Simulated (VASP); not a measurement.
# C (I4_1/amd) in VASP: notebook, part 2 of 2

VASP 6.6.1.

**3. Single point, r2SCAN (strain +0.000 along x and y, +0.030 along z)**

Contents of POSCAR:

```
C
1.0
    0.0000000000      1.7834000000      1.8369020000
    1.7834000000      0.0000000000      1.8369020000
    1.7834000000      1.7834000000      0.0000000000
C
2
Direct
    0.5000000000      0.5000000000      0.5000000000
    0.7500000000      0.7500000000      0.7500000000
```

Contents of INCAR.step1:

```
PREC = Accurate
ENCUT = 520
ISMEAR = 0
SIGMA = 0.05
LREAL = False
LASPH = True
NELM = 80
NBANDS = 11
GGA = PE
ALGO = Normal
EDIFF = 1E-4
LWAVE = True
LCHARG = False
```

Contents of INCAR.step2:

```
PREC = Accurate
ENCUT = 520
EDIFF = 1E-6
ISMEAR = 0
SIGMA = 0.05
LREAL = False
LASPH = True
NELM = 80
ALGO = Normal
ISIF = 2
LWAVE = False
LCHARG = False
METAGGA = R2SCAN
LMIXTAU = True
NBANDS = 11
ISTART = 1
```

Contents of KPOINTS:

```
regular mesh
0
Gamma
  12 12 12
```

Potentials or basis: VASP PAW PBE potentials, release 64 (C).

Run with:

```sh
$ cat potpaw_PBE.64/C/POTCAR > POTCAR
$ cp INCAR.step1 INCAR
$ mpirun -np 1 vasp_std > vasp.out
$ cp INCAR.step2 INCAR
$ mpirun -np 1 vasp_std > vasp.out
```

OUTCAR:

```text
PREC = Accurate
   ENCUT = 520
   EDIFF = 1E-6
   ISMEAR = 0
   LREAL = False
   LASPH = True
   NELM = 80
   ISIF = 2
   METAGGA = R2SCAN
   ISTART = 1

 ion  position               nearest neighbor table
   1  0.500  0.500  0.500-   2 1.56   2 1.56   2 1.56   2 1.56
   2  0.750  0.750  0.750-   1 1.56   1 1.56   1 1.56   1 1.56

  LATTYP: Found a body centered tetragonal cell.
 ALAT       =     2.5221084671
 C/A-ratio  =     1.4566399692

  Lattice vectors:

 A1 = (  -1.7834000000,   0.0000000000,   1.8369020000)
 A2 = (   1.7834000000,   0.0000000000,   1.8369020000)
 A3 = (   0.0000000000,   1.7834000000,  -1.8369020000)

Analysis of symmetry for initial positions (statically):
=====================================================================
 Subroutine PRICEL returns:
 Original cell was already a primitive cell.

 Routine SETGRP: Setting up the symmetry group for a
 body centered tetragonal supercell.

 Subroutine GETGRP returns: Found 16 space group operations
 (whereof  8 operations were pure point group operations)
 out of a pool of 16 trial point group operations.

The static configuration has the point symmetry D_2d.
 The point group associated with its full space group is D_4h.

Analysis of symmetry for dynamics (positions and initial velocities):
=====================================================================
 Subroutine PRICEL returns:
 Original cell was already a primitive cell.

 Routine SETGRP: Setting up the symmetry group for a
 body centered tetragonal supercell.

 Subroutine GETGRP returns: Found 16 space group operations
 (whereof  8 operations were pure point group operations)
 out of a pool of 16 trial point group operations.

The dynamic configuration has the point symmetry D_2d.
 The point group associated with its full space group is D_4h.

 Subroutine INISYM returns: Found 16 space group operations
 (whereof  8 operations are pure point group operations),
 and found     1 'primitive' translations

----------------------------------------------------------------------------------------
[... 122 lines left out ...]
   LEPSILON=     F    determine dielectric tensor
   LRPA    =     F    only Hartree local field effects (RPA)
 non-spin polarized calculation
 Gauss-broadening in eV      SIGMA  =   0.05
  energy-cutoff  :      520.00
  volume of cell :       11.68
 maximum number of plane-waves:       334
   NGX =  9   NGY =  9   NGZ =  9

 number of electron       8.0000000 magnetization

 Free energy of the ion-electron system (eV)
  ---------------------------------------------------
  ext. energy  EPLUGINS =         0.00000000
  ---------------------------------------------------
  free energy    TOTEN  =       -19.62089037 eV

  energy without entropy =      -19.62089037  energy(sigma->0) =      -19.62089037

 E-fermi :   9.8069     XC(G=0): -14.0969

 val. band max:        9.4460767740   @ k =   0.0000   0.0000   0.0000
 cond. band min:      13.3337906403   @ k =   0.3333   0.0000   0.3333
 fundamental gap:      3.8877138663
 Fermi energy:         9.8069435989

 k-point     1 :       0.0000    0.0000    0.0000
  band No.  band energies     occupation
      1     -13.0007      2.00000
      2       8.9739      2.00000
      3       9.4461      2.00000
      4       9.4461      2.00000
      5      14.9211      0.00000
      6      14.9211      0.00000
      7      15.3116      0.00000
      8      22.3854      0.00000
      9      29.2892      0.00000
     10      35.4614      0.00000
     11      36.7559      0.00000
[... 309 lines left out ...]
 k-point    24 :      -0.4167    0.1667    0.0000
  band No.  band energies     occupation
      1      -6.7401      2.00000
      2      -3.6724      2.00000
      3       3.2942      2.00000
      4       5.8846      2.00000
      5      17.4747      0.00000
      6      19.8989      0.00000
      7      20.2989      0.00000
      8      25.3825      0.00000
      9      29.6819      0.00000
     10      34.2596      0.00000
     11      34.6201      0.00000

 [... further k-points ...]

------------------------ aborting loop because EDIFF is reached ----------------------------------------

  FORCE on cell =-STRESS in cart. coord.  units (eV):
  Direction    XX          YY          ZZ          XY          YZ          ZX
  --------------------------------------------------------------------------------------
  -------------------------------------------------------------------------------------
  Total       -0.3005370     -0.3005370     -2.4143969      0.0000000      0.0000000     -0.0000000
  in kB      -41.2092778    -41.2092778   -331.0592562      0.0000000      0.0000000     -0.0000000
  external PRESSURE =    -137.8259372 kB  Pullay stress =       0.0000000 kB

 VOLUME and BASIS-vectors are now :
 -----------------------------------------------------------------------------
  energy-cutoff  :      520.00
  volume of cell :       11.68
      direct lattice vectors                 reciprocal lattice vectors
     0.000000000  1.783400000  1.836902000    -0.280363351  0.280363351  0.272197428
     1.783400000  0.000000000  1.836902000     0.280363351 -0.280363351  0.272197428
     1.783400000  1.783400000  0.000000000     0.280363351  0.280363351 -0.272197428

 POSITION                                       TOTAL-FORCE (eV/Angst)
 -----------------------------------------------------------------------------------
      1.78340      1.78340      1.83690         0.000000      0.000000      0.000000
      2.67510      2.67510      2.75535         0.000000      0.000000     -0.000000
 -----------------------------------------------------------------------------------
    total drift:                                0.000000     -0.000000      0.000000

  FREE ENERGIE OF THE ION-ELECTRON SYSTEM (eV)
  ---------------------------------------------------
  free  energy   TOTEN  =       -19.6208903705 eV

  energy  without entropy=      -19.6208903705  energy(sigma->0) =      -19.62089037
```

OUTCAR.step1:

```text
PREC = Accurate
   ENCUT = 520
   ISMEAR = 0
   LREAL = False
   LASPH = True
[... 560 lines left out ...]
      1.78340      1.78340      1.83690         0.000000      0.000000      0.000000
      2.67510      2.67510      2.75535        -0.000000     -0.000000      0.000000
 -----------------------------------------------------------------------------------
    total drift:                                0.000000     -0.000000      0.000000

  FREE ENERGIE OF THE ION-ELECTRON SYSTEM (eV)
  ---------------------------------------------------
  free  energy   TOTEN  =       -18.1578903624 eV

  energy  without entropy=      -18.1578903624  energy(sigma->0) =      -18.15789036
```

OSZICAR.step1:

```text
N       E                     dE             d eps       ncg     rms          rms(c)
DAV:   1     0.655785422833E+00    0.65579E+00   -0.46151E+03  3762   0.689E+02
DAV:   2    -0.183822629098E+02   -0.19038E+02   -0.18404E+02  4663   0.125E+02
DAV:   3    -0.187390021544E+02   -0.35674E+00   -0.35594E+00  4136   0.132E+01
DAV:   4    -0.187395634445E+02   -0.56129E-03   -0.56128E-03  3903   0.664E-01
DAV:   5    -0.187395641137E+02   -0.66920E-06   -0.66920E-06  4047   0.213E-02    0.534E+00
DAV:   6    -0.183030933906E+02    0.43647E+00   -0.22785E-01  3676   0.334E+00    0.319E+00
DAV:   7    -0.181561107066E+02    0.14698E+00   -0.28192E-01  3856   0.376E+00    0.710E-01
DAV:   8    -0.181578469733E+02   -0.17363E-02   -0.80991E-03  3727   0.666E-01    0.426E-02
DAV:   9    -0.181578903624E+02   -0.43389E-04   -0.61487E-05  4035   0.633E-02
   1 F= -.18157890E+02 E0= -.18157890E+02  d E =-.430431E-18
```

Wall time 64 s (1 thread of Intel Xeon 8259CL, shared host); peak memory 0.13 GiB.

What came out:

```yaml
Free_energy: -19.6209 eV
Pressure: -13.8 GPa
Band_gap_on_the_k_mesh: 3.89 eV (least direct gap 5.47 eV)
```

Stress tensor (GPa, compression positive):
```
 -4.12   0.00   0.00
  0.00  -4.12   0.00
  0.00   0.00 -33.11
```

Levels at points of the mesh, in eV from the valence-band top:
```
           k point  band 1  band 2  band 3  band 4  band 5  band 6  band 7  band 8  band 9
(0.00, 0.00, 0.00)  -22.45   -0.47    0.00    0.00    5.47    5.47    5.87   12.94   19.84
(0.50, 0.00, 0.00)  -16.67  -13.87   -3.33   -2.78    7.95    8.71    9.08   16.25   22.58
(0.50, 0.50, 0.00)  -13.83  -13.83   -6.33   -6.33    5.25    5.25   17.13   17.13   23.58
(0.50, 0.00, 0.50)  -13.38  -13.38   -6.77   -6.77    4.54    4.54   17.26   17.26   23.99
```

Caveat: the cell differs from its parent crystal (strain +0.000 along x and y, +0.030 along z); the cell stands under tension; the PAW data sets were made with another functional, which shifts forces and pressure a little. A k mesh can miss the band edges.

**4. Single point, r2SCAN (strain +0.015 along x and y, +0.000 along z)**

Contents of POSCAR:

```
C
1.0
    0.0000000000      1.8101510000      1.7834000000
    1.8101510000      0.0000000000      1.7834000000
    1.8101510000      1.8101510000      0.0000000000
C
2
Direct
    0.5000000000      0.5000000000      0.5000000000
    0.7500000000      0.7500000000      0.7500000000
```

Contents of INCAR.step1:

```
ALGO     = Normal         # electronic algorithm
EDIFF    = 1E-4           # SCF threshold, eV
ENCUT    = 520            # plane-wave cutoff, eV
GGA      = PE             # functional
ISMEAR   = 0              # smearing method
LASPH    = True           # aspherical terms in the spheres
LCHARG   = False          # write CHGCAR
LREAL    = False          # projectors in reciprocal space
LWAVE    = True           # write WAVECAR
NBANDS   = 11             # bands
NELM     = 100            # most SCF steps
PREC     = Accurate       # precision mode
SIGMA    = 0.05           # smearing width, eV
```

Contents of INCAR.step2:

```
ALGO     = Normal         # electronic algorithm
EDIFF    = 1E-7           # SCF threshold, eV
ENCUT    = 520            # plane-wave cutoff, eV
ISIF     = 2              # what is computed and relaxed
ISMEAR   = 0              # smearing method
ISTART   = 1            
LASPH    = True           # aspherical terms in the spheres
LCHARG   = True           # write CHGCAR
LELF     = True           # ELF
LMIXTAU  = True         
LREAL    = False          # projectors in reciprocal space
LVHAR    = True         
LWAVE    = False          # write WAVECAR
METAGGA  = R2SCAN         # meta-GGA
NBANDS   = 11             # bands
NELM     = 100            # most SCF steps
PREC     = Accurate       # precision mode
SIGMA    = 0.05           # smearing width, eV
```

Contents of KPOINTS:

```
k-points
0
Gamma
  12 12 12
```

Run with:

```sh
$ cat potpaw_PBE.64/C/POTCAR > POTCAR
$ cp INCAR.step1 INCAR
$ mpirun -np 1 vasp_std > vasp.out
$ cp INCAR.step2 INCAR
$ mpirun -np 1 vasp_std > vasp.out
```

It took 74 s on 1 thread of Intel Xeon 8259CL, shared host; peak memory 0.13 GiB.

It converged, with:

```yaml
Free_energy: -19.6362 eV
Pressure: -13.9 GPa
Band_gap_on_the_k_mesh: 3.89 eV (least direct gap 5.47 eV)
```

Stress tensor (GPa, compression positive):
```
-18.56   0.00   0.00
  0.00 -18.56   0.00
  0.00   0.00  -4.61
```

Levels at points of the mesh, in eV from the valence-band top:
```
           k point  band 1  band 2  band 3  band 4  band 5  band 6  band 7  band 8
(0.00, 0.00, 0.00)  -22.44   -0.23   -0.23    0.00    5.47    5.67    5.67   12.95
(0.50, 0.00, 0.00)  -16.66  -13.86   -3.18   -2.91    8.33    8.54    8.89   16.25
(0.50, 0.50, 0.00)  -13.37  -13.37   -6.77   -6.77    4.54    4.54   17.31   17.31
(0.50, 0.00, 0.50)  -13.60  -13.60   -6.55   -6.55    4.90    4.90   17.22   17.22
```

Caveat: the cell differs from its parent crystal (strain +0.015 along x and y, +0.000 along z); the cell stands under tension; the PAW data sets were made with another functional, which shifts forces and pressure a little. A k mesh can miss the band edges.

**5. Summary**

```tsv
cell	gap on the mesh (eV)	pressure (GPa)
a = 2.541, b = 2.541, c = 2.522 Å, angles 60.2, 60.2, 59.5°, 2 atoms	4.11	-7.8
a = 2.560, b = 2.560, c = 2.522 Å, angles 60.5, 60.5, 59.0°, 2 atoms	3.89	-13.8
a = 2.541, b = 2.541, c = 2.560 Å, angles 59.8, 59.8, 60.5°, 2 atoms	3.89	-13.9
```

Alike in all rows: task single point; level r2SCAN; potentials or basis VASP PAW PBE potentials, release 64 (C); no spin polarisation; k mesh 12 × 12 × 12; cutoff (eV) 520; smearing gaussian 0.05 eV.

Caveats: the cell stands under tension; the PAW data sets were made with another functional, which shifts forces and pressure a little.

Total energies depend on the potentials used, so only differences within one code and one set of settings carry meaning.
